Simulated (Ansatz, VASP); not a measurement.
# One calculation of In2GaP3, two programs

File INCAR:

```
ALGO = Normal
EDIFF = 1E-6
EDIFFG = -0.04
ENCUT = 600
GGA = PE
IBRION = 2
ISIF = 3
ISMEAR = 0
LASPH = True
LCHARG = False
LREAL = False
LWAVE = False
NELM = 100
NSW = 90
PREC = Accurate
SIGMA = 0.1
```

The input KPOINTS:

```
k-points
0
Gamma
  6 6 6
```

POSCAR

```
In2GaP3
1.0
   -1.9695861200      1.9695861200      8.3562462300
    1.9695861200     -1.9695861200      8.3562462300
    1.9695861200      1.9695861200     -8.3562462300
In Ga P
2 1 3
Direct
    0.8333333300      0.8333333300      0.0000000000
    0.1666666700      0.1666666700      0.0000000000
    0.5000000000      0.5000000000      0.0000000000
    0.0000000000      0.0000000000      0.0000000000
    0.6666666700      0.6666666700      0.0000000000
    0.3333333300      0.3333333300      0.0000000000
```

Input for Ansatz:

```yaml
crystal:
  lattice:
    - [-1.96958612, 1.96958612, 8.35624623]
    - [1.96958612, -1.96958612, 8.35624623]
    - [1.96958612, 1.96958612, -8.35624623]
  atoms:
    - { symbol: In, position: [0.83333333, 0.83333333, 0.0] }
    - { symbol: In, position: [0.16666667, 0.16666667, 0.0] }
    - { symbol: Ga, position: [0.5, 0.5, 0.0] }
    - { symbol: P, position: [0.0, 0.0, 0.0] }
    - { symbol: P, position: [0.66666667, 0.66666667, 0.0] }
    - { symbol: P, position: [0.33333333, 0.33333333, 0.0] }
basis:
  ecutwfc: 420
kpoints:
  mp_grid: { grid: [6, 6, 6] }
hamiltonian:
  xc: pbe
scf:
  occupations: { method: gaussian, width: 0.1 }
  lower_state_search: "off"
output:
  forces: true
  stress: true
  eigenvalues: true
relax:
  adjacent_minimum: "off"
  f_tol: 0.04
  max_steps: 70
  cell: { stress_tol: 0.4 }
```

Alike in both runs: task relaxation of cell and atoms; functional PBE; k mesh 6 × 6 × 6; occupations gaussian, width 0.1 eV; no spin polarisation.

|  | VASP | Ansatz |
| --- | --- | --- |
| version | VASP 6.6.1 | Ansatz 0.2.0 |
| potentials or method | VASP PAW PBE potentials, release 64 (In_d, Ga_d, P), cutoff 600 eV | scalar-relativistic, plane waves, PAW |
| valence electrons in the cell | 54 | 54 |

Ansatz gave:

```
gap on the k mesh at the Fermi level, each at its own relaxed structure (eV)  : none
relaxed volume (Å³/atom)                                                      : 20.02
relaxed length of the cell vector where the two differ most in proportion (Å) : 8.567
```

Q: What did VASP give for the same quantities?

A: gap on the k mesh at the Fermi level, each at its own relaxed structure (eV): none; relaxed volume (Å³/atom): 20.05; relaxed length of the cell vector where the two differ most in proportion (Å): 8.564.

A gap of «none» marks a metal or a gap that the smearing closes.

The k mesh is coarse, so the values compare programs but aren't converged.
